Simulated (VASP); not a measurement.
A run of VASP 6.6.1:

INCAR

```
  PREC = Accurate
  ENCUT = 520
  EDIFF = 1E-7
  ISMEAR = -1
  SIGMA = 0.05
  LREAL = Auto
  LASPH = T
  NELM = 150
  ALGO = Normal
  ISIF = 2
  LWAVE = F
  LCHARG = F
  ISPIN = 2
  MAGMOM = 0 0 0 0 0 0 0 0 0 0 0 0 0 0 0.25 0 0 0 0 0 0 0 0 0 0.25 0 0 0 0 0 0 0 0 0 0 0 0 0 0 0 0 0.25 0 0 0 0 0 0 0 0 0 0 0 0 0 0 0 0 0 0.25 0 0 0
  LORBIT = 11
  GGA = PS
  NBANDS = 167
  NELECT = 253.0
```

KPOINTS

```
regular mesh
0
Gamma
  1 1 1
```

POSCAR

```
Si
1.0
   10.8655790000      0.0000000000      0.0000000000
    0.0000000000     10.8655790000      0.0000000000
    0.0000000000      0.0000000000     10.8655790000
Si
63
Direct
    0.9998760000      0.0000210000      0.9999820000
    0.9994940000      0.0001430000      0.4997760000
    0.9995230000      0.5000660000      0.0000090000
    0.9997660000      0.5000130000      0.4999860000
    0.4998140000      0.0002340000      0.9996540000
    0.4998460000      0.9999300000      0.5000010000
    0.4999030000      0.4999480000      0.0000680000
    0.1245250000      0.1247170000      0.1249080000
    0.1253850000      0.1253220000      0.6246840000
    0.1252610000      0.6245180000      0.1256750000
    0.1247570000      0.6245580000      0.6247100000
    0.6244250000      0.1255460000      0.1255660000
    0.6244200000      0.1251530000      0.6246200000
    0.6243830000      0.6245800000      0.1252470000
    0.6197050000      0.6192740000      0.6196090000
    0.2500630000      0.2500580000      0.9999550000
    0.2517460000      0.2519820000      0.4998250000
    0.2499300000      0.7496520000      0.0001650000
    0.2517170000      0.7477860000      0.5002810000
    0.7495400000      0.2502080000      0.0002310000
    0.7474950000      0.2522990000      0.5003800000
    0.7494030000      0.7499070000      0.9999510000
    0.7475650000      0.7478310000      0.4998480000
    0.3751630000      0.3753830000      0.1251470000
    0.3798760000      0.3807120000      0.6189780000
    0.3749610000      0.8747750000      0.1252850000
    0.3750560000      0.8747970000      0.6244890000
    0.8737800000      0.3755670000      0.1257280000
    0.8746430000      0.3754940000      0.6245420000
    0.8749240000      0.8754130000      0.1246730000
    0.8738110000      0.8746790000      0.6245680000
    0.2500720000      0.0000310000      0.2504010000
    0.2500440000      0.0000390000      0.7498730000
    0.2517210000      0.4997060000      0.2521830000
    0.2518530000      0.5003640000      0.7480850000
    0.7495150000      0.0001840000      0.2502680000
    0.7495660000      0.0000960000      0.7500080000
    0.7474450000      0.5005340000      0.2526080000
    0.7478770000      0.4998440000      0.7481830000
    0.3752800000      0.1252850000      0.3754470000
    0.3751680000      0.1258850000      0.8740110000
    0.3799400000      0.6197160000      0.3799810000
    0.3753150000      0.6245690000      0.8748910000
    0.8739030000      0.1259940000      0.3751050000
    0.8751810000      0.1249960000      0.8753010000
    0.8746970000      0.6247830000      0.3754790000
    0.8741210000      0.6250420000      0.8744710000
    0.9993610000      0.2503820000      0.2499440000
    0.9999860000      0.2502320000      0.7496170000
    0.9997780000      0.7499260000      0.2500160000
    0.9993230000      0.7500030000      0.7494990000
    0.4994880000      0.2522290000      0.2521560000
    0.4999010000      0.2524700000      0.7473610000
    0.4997470000      0.7481240000      0.2517070000
    0.4994500000      0.7476650000      0.7475480000
    0.1247670000      0.3751360000      0.3753250000
    0.1253650000      0.3751720000      0.8745210000
    0.1253880000      0.8742990000      0.3751470000
    0.1245090000      0.8750730000      0.8750990000
    0.6186190000      0.3807910000      0.3809180000
    0.6243890000      0.3752430000      0.8747420000
    0.6243220000      0.8745810000      0.3752880000
    0.6243870000      0.8742620000      0.8741390000
```

Potentials or basis: VASP PAW PBE potentials, release 64 (Si).

Run with:

```bash
$ cat potpaw_PBE.64/Si/POTCAR > POTCAR
$ mpirun -np 1 vasp_gam > vasp.out
```

Hardware: 1 thread of Intel(R) Xeon(R) Platinum 8375C CPU @ 2.90GHz (Ice Lake), with other jobs on the host.

How long does it take, and how much memory?

It took 20 min on 1 thread of Intel(R) Xeon(R) Platinum 8375C CPU @ 2.90GHz (Ice Lake), with other jobs on the host, peak memory 1.5 GiB. Counts: scf iterations 21, k points 1.
